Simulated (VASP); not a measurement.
# Cr in VASP: notebook

Runs on Cr. Level: PBEsol. Tasks: single point, relaxation of cell and atoms.

Program: VASP 6.6.1. These are calculated values, not measurements. Logs are shortened: lines on timing, memory, paths and dates and some standing lists are left out, and cuts for length are marked.

### Step 1. The cell of the first run

It takes space group Im-3m (No. 229, cubic). The conventional cell has a = 2.814 Å, b = 2.814 Å, c = 2.814 Å, α = 90.00°, β = 90.00°, γ = 90.00°. Within 3.2 Å of Cr (site symmetry m-3m) lie 14 Cr at 2.44 to 2.81 Å.

### Step 2. Single point, PBEsol

Contents of INCAR:

```
SYSTEM = Cr
PREC = Accurate
ENCUT = 520
EDIFF = 1E-6
ISMEAR = 0
SIGMA = 0.1
LREAL = .FALSE.
LASPH = .TRUE.
NELM = 80
ALGO = Normal
ISIF = 2
LWAVE = .FALSE.
LCHARG = .FALSE.
GGA = PS
NBANDS = 19
```

Contents of KPOINTS:

```
Automatic mesh
0
G
  14 14 14
  0 0 0
```

Contents of POSCAR:

```
Cr
1.0
    2.8142887266      0.0000000000      0.0000000000
    0.0000000000      2.8142887266      0.0000000000
    0.0000000000      0.0000000000      2.8142887266
Cr
2
Direct
    0.0000000000      0.0000000000      0.0000000000
    0.5000000000      0.5000000000      0.5000000000
```

Potentials or basis: VASP PAW PBE potentials, release 64 (Cr_pv).

Run with:

```
$ cat potpaw_PBE.64/Cr_pv/POTCAR > POTCAR
$ mpirun -np 1 vasp_std > vasp.out
```

OUTCAR:

```text
SYSTEM = Cr
   PREC = Accurate
   ENCUT = 520
   EDIFF = 1E-6
   ISMEAR = 0
   LREAL = .FALSE.
   LASPH = .TRUE.
   NELM = 80
   ISIF = 2
   GGA = PS

 ion  position               nearest neighbor table
   1  0.000  0.000  0.000-   2 2.44   2 2.44   2 2.44   2 2.44   2 2.44   2 2.44   2 2.44   2 2.44

   2  0.500  0.500  0.500-   1 2.44   1 2.44   1 2.44   1 2.44   1 2.44   1 2.44   1 2.44   1 2.44

  LATTYP: Found a simple cubic cell.
 ALAT       =     2.8142887266

  Lattice vectors:

 A1 = (   2.8142887266,   0.0000000000,   0.0000000000)
 A2 = (   0.0000000000,   2.8142887266,   0.0000000000)
 A3 = (   0.0000000000,   0.0000000000,   2.8142887266)

Analysis of symmetry for initial positions (statically):
=====================================================================
 Subroutine PRICEL returns following result:

  LATTYP: Found a body centered cubic cell.
 ALAT       =     2.8142887266

  Lattice vectors:

 A1 = (   1.4071443633,   1.4071443633,  -1.4071443633)
 A2 = (  -1.4071443633,   1.4071443633,   1.4071443633)
 A3 = (   1.4071443633,  -1.4071443633,   1.4071443633)

   2 primitive cells build up your supercell.

 Routine SETGRP: Setting up the symmetry group for a
 simple cubic supercell.

 Subroutine GETGRP returns: Found 48 space group operations
 (whereof 48 operations were pure point group operations)
 out of a pool of 48 trial point group operations.

The static configuration has the point symmetry O_h .

Analysis of symmetry for dynamics (positions and initial velocities):
=====================================================================
 Subroutine PRICEL returns following result:

  LATTYP: Found a body centered cubic cell.
 ALAT       =     2.8142887266

  Lattice vectors:

 A1 = (   1.4071443633,   1.4071443633,  -1.4071443633)
 A2 = (  -1.4071443633,   1.4071443633,   1.4071443633)
 A3 = (   1.4071443633,  -1.4071443633,   1.4071443633)

   2 primitive cells build up your supercell.

 Routine SETGRP: Setting up the symmetry group for a
 simple cubic supercell.

 Subroutine GETGRP returns: Found 48 space group operations
 (whereof 48 operations were pure point group operations)
 out of a pool of 48 trial point group operations.

The dynamic configuration has the point symmetry O_h .

 Subroutine INISYM returns: Found 48 space group operations
 (whereof 48 operations are pure point group operations),
 and found     2 'primitive' translations

----------------------------------------------------------------------------------------

                                     Primitive cell

  volume of cell :      11.1449

  direct lattice vectors                    reciprocal lattice vectors
     1.407144363  1.407144363 -1.407144363     0.355329569  0.355329569  0.000000000
    -1.407144363  1.407144363  1.407144363    -0.000000000  0.355329569  0.355329569
     1.407144363 -1.407144363  1.407144363     0.355329569  0.000000000  0.355329569

  length of vectors
     2.437245531  2.437245531  2.437245531     0.502511895  0.502511895  0.502511895

  position of ions in fractional coordinates (direct lattice)
     0.000000000  0.000000000  0.000000000

  ion indices of the primitive-cell ions
   primitive index   ion index
                 1           1

----------------------------------------------------------------------------------------

 KPOINTS: Automatic mesh

Automatic generation of k-mesh.
 Grid dimensions read from file:
 generate k-points for:   14   14   14

 Generating k-lattice:

  Cartesian coordinates                     Fractional coordinates (reciprocal lattice)
     0.025380683  0.000000000  0.000000000     0.071428571  0.000000000  0.000000000
     0.000000000  0.025380683  0.000000000     0.000000000  0.071428571  0.000000000
     0.000000000  0.000000000  0.025380683     0.000000000  0.000000000  0.071428571

  Length of vectors
     0.025380683  0.025380683  0.025380683

  Shift w.r.t. Gamma in fractional coordinates (k-lattice)
     0.000000000  0.000000000  0.000000000

 Subroutine IBZKPT returns following result:
 ===========================================

 Found    120 irreducible k-points:

 Following reciprocal coordinates:
            Coordinates               Weight
  0.000000  0.000000  0.000000      1.000000
  0.071429  0.000000  0.000000      6.000000
  0.142857  0.000000  0.000000      6.000000
  0.214286  0.000000  0.000000      6.000000
  0.285714  0.000000  0.000000      6.000000
  0.357143  0.000000  0.000000      6.000000
[... 16 lines left out ...]
  0.285714  0.214286  0.000000     24.000000
  0.357143  0.214286  0.000000     24.000000
 [... further k-points ...]
   k-points           NKPTS =    120   k-points in BZ     NKDIM =    120   number of bands    NBANDS=     19
   number of dos      NEDOS =    301   number of ions     NIONS =      2
   total plane-waves  NPLWV =  13824
   dimension x,y,z NGX =    24 NGY =   24 NGZ =   24
   dimension x,y,z NGXF=    48 NGYF=   48 NGZF=   48
   ions per type =               2
   NGX,Y,Z   is equivalent  to a cutoff of  14.18, 14.18, 14.18 a.u.
   NGXF,Y,Z  is equivalent  to a cutoff of  28.35, 28.35, 28.35 a.u.
 SYSTEM =  Cr
   PREC   = accura    normal or accurate (medium, high low for compatibility)
   ISTART =      0    job   : 0-new  1-cont  2-samecut
   ICHARG =      2    charge: 1-file 2-atom 10-const
   ISPIN  =      1    spin polarized calculation?
   LNONCOLLINEAR =      F non collinear calculations
   LSORBIT =      F    spin-orbit coupling
   LASPH  =      T    aspherical Exc in radial PAW
   ENCUT  =  520.0 eV  38.22 Ry    6.18 a.u.   5.23  5.23  5.23*2*pi/ulx,y,z
   NELM   =     80;   NELMIN=  2; NELMDL= -5     # of ELM steps
   EDIFF  = 0.1E-05   stopping-criterion for ELM
   LREAL  =      F    real-space projection
   EDIFFG = 0.1E-04   stopping-criterion for IOM
   NSW    =      0    number of steps for IOM
   IBRION =     -1    ionic relax: 0-MD 1-quasi-New 2-CG
   NFREE  =      0    steps in history (QN), initial steepest desc. (CG)
   ISIF   =      2    stress and relaxation
   ISYM   =      2    0-nonsym 1-usesym 2-fastsym
   POTIM  = 0.5000    time-step for ionic-motion
   TEBEG  =    0.0;   TEEND  =   0.0 temperature during run
   PSTRESS=    0.0 pullay stress
   NELECT =      24.0000    total number of electrons
   NUPDOWN=      -1.0000    fix difference up-down
   EMIN   =  10.00;   EMAX   =-10.00  energy-range for DOS
   EFERMI =   0.00;   METHOD = LEGACY
   ISMEAR =     0;   SIGMA  =   0.10  broadening in eV -4-tet -1-fermi 0-gaus
   EFERMI_NEDOS =   21; number of points for ismear=-14 and -15
   IALGO  =     38    algorithm
   IMIX   =      4    mixing-type and parameters
     AMIX     =   0.40;   BMIX     =  1.00
     AMIX_MAG =   1.60;   BMIX_MAG =  1.00
  volume/ion in A,a.u.               =      11.14        75.21
  Fermi-wavevector in a.u.,A,eV,Ry     =   1.677941  3.170848 38.306996  2.815485
  Thomas-Fermi vector in A             =   2.762118
   LORBIT       =      0    0 simple, 1 ext, 2 COOP (PROOUT), +10 PAW based schemes
   GGA     = PS    functional components
   LHFCALC =     F    Hartree Fock is set to
   AEXX    =    0.0000 exact exchange contribution
   IVDW    =     0    specifies the selected vdW correction
   LEPSILON=     F    determine dielectric tensor
   LRPA    =     F    only Hartree local field effects (RPA)
 non-spin polarized calculation
 Gauss-broadening in eV      SIGMA  =   0.10
  energy-cutoff  :      520.00
  volume of cell :       22.29
 maximum number of plane-waves:       624
 NGX is ok and might be reduce to    24
   NGX = 11   NGY = 11   NGZ = 11

 number of electron      24.0000016 magnetization

 Free energy of the ion-electron system (eV)
  ---------------------------------------------------
  ext. energy  EPLUGINS =         0.00000000
  ---------------------------------------------------
  free energy    TOTEN  =       -20.48984283 eV

  energy without entropy =      -20.48282399  energy(sigma->0) =      -20.48633341

 E-fermi :  11.3767     XC(G=0): -14.0456

 val. band max:       11.3766255789   @ k =   0.2143   0.2143   0.0000
 cond. band min:      11.3836387439   @ k =   0.4286   0.1429   0.0000
 fundamental gap:      0.0070131650
 Fermi energy:        11.3766678231

 k-point     1 :       0.0000    0.0000    0.0000
  band No.  band energies     occupation
      1     -31.8996      2.00000
      2     -31.8996      2.00000
      3     -31.8996      2.00000
      4     -31.1913      2.00000
      5     -31.1913      2.00000
      6     -31.1913      2.00000
[... 11 lines left out ...]
     18      18.4447      0.00000
     19      18.4460      0.00000

 k-point     2 :       0.0714    0.0000    0.0000
  band No.  band energies     occupation
      1     -31.9004      2.00000
      2     -31.8902      2.00000
      3     -31.8902      2.00000
      4     -31.2105      2.00000
      5     -31.1996      2.00000
      6     -31.1996      2.00000
[... 11 lines left out ...]
     18      18.4446      0.00000
     19      18.4460      0.00000

 k-point     3 :       0.1429    0.0000    0.0000
  band No.  band energies     occupation
      1     -31.9015      2.00000
      2     -31.8625      2.00000
      3     -31.8625      2.00000
      4     -31.2653      2.00000
      5     -31.2242      2.00000
      6     -31.2242      2.00000
[... 11 lines left out ...]
     18      18.4441      0.00000
     19      18.4459      0.00000

 k-point     4 :       0.2143    0.0000    0.0000
  band No.  band energies     occupation
      1     -31.8988      2.00000
      2     -31.8182      2.00000
      3     -31.8182      2.00000
      4     -31.3485      2.00000
      5     -31.2641      2.00000
      6     -31.2641      2.00000
[... 407 lines left out ...]
     18      18.4440      0.00000
     19      18.4458      0.00000

 k-point    23 :       0.2857    0.2143    0.0000
  band No.  band energies     occupation
      1     -32.0565      2.00000
      2     -31.7225      2.00000
      3     -31.7055      2.00000
      4     -31.5577      2.00000
      5     -31.3596      2.00000
      6     -31.2055      2.00000
[... 11 lines left out ...]
     18      17.9618      0.00000
     19      18.4457      0.00000

 k-point    24 :       0.3571    0.2143    0.0000
  band No.  band energies     occupation
      1     -32.0627      2.00000
      2     -31.8315      2.00000
      3     -31.6501      2.00000
      4     -31.4815      2.00000
      5     -31.4093      2.00000
      6     -31.2356      2.00000
[... 11 lines left out ...]
     18      16.5056      0.00000
     19      18.4455      0.00000

 [... further k-points ...]
[... 5 lines left out ...]
  --------------------------------------------------------------------------------------
  -------------------------------------------------------------------------------------
  Total       -0.0714419     -0.0714419     -0.0714419     -0.0000000     -0.0000000      0.0000000
  in kB       -5.1352018     -5.1352018     -5.1352018     -0.0000000     -0.0000000      0.0000000
  external PRESSURE =      -5.1352018 kB  Pullay stress =       0.0000000 kB

 VOLUME and BASIS-vectors are now :
 -----------------------------------------------------------------------------
  energy-cutoff  :      520.00
  volume of cell :       22.29
      direct lattice vectors                 reciprocal lattice vectors
     2.814288727  0.000000000  0.000000000     0.355329569  0.000000000  0.000000000
     0.000000000  2.814288727  0.000000000     0.000000000  0.355329569  0.000000000
     0.000000000  0.000000000  2.814288727     0.000000000  0.000000000  0.355329569

 POSITION                                       TOTAL-FORCE (eV/Angst)
 -----------------------------------------------------------------------------------
      0.00000      0.00000      0.00000        -0.000000     -0.000000     -0.000000
      1.40714      1.40714      1.40714         0.000000      0.000000      0.000000
 -----------------------------------------------------------------------------------
    total drift:                                0.000000      0.000000     -0.000000

  FREE ENERGIE OF THE ION-ELECTRON SYSTEM (eV)
  ---------------------------------------------------
  free  energy   TOTEN  =       -20.4898428308 eV

  energy  without entropy=      -20.4828239854  energy(sigma->0) =      -20.48633341
```

Wall time 14 s (1 thread of Intel Xeon 6975P-C (Granite Rapids), shared host); peak memory 0.16 GiB.

What came out:

```yaml
Free_energy: -20.4898 eV
Pressure: -0.5 GPa
Band_gap_on_the_k_mesh: zero (band 12 reaches 12.53 eV, above the bottom of band 13 at 10.92 eV)
```

Levels at points of the mesh, in eV from the Fermi level:
```
           k point  band 9  band 10  band 11  band 12  band 13  band 14  band 15  band 16
(0.00, 0.00, 0.00)   -4.61    -0.99    -0.99    -0.99     1.13     1.13     2.56     2.56
(0.50, 0.00, 0.00)   -1.99    -1.99    -0.46    -0.46    -0.46    -0.46     0.68     0.68
(0.50, 0.50, 0.00)   -2.63    -2.63     1.15     1.15     1.17     1.17     1.49     1.49
(0.50, 0.50, 0.50)   -2.46    -2.46    -2.46    -2.46     1.56     1.56     1.56     1.56
```

Caveat: the PAW data sets were made with another functional, which shifts forces and pressure a little; the run has no spin polarisation, though such a crystal can be magnetic.

(Part 1 of 2 ends here.)
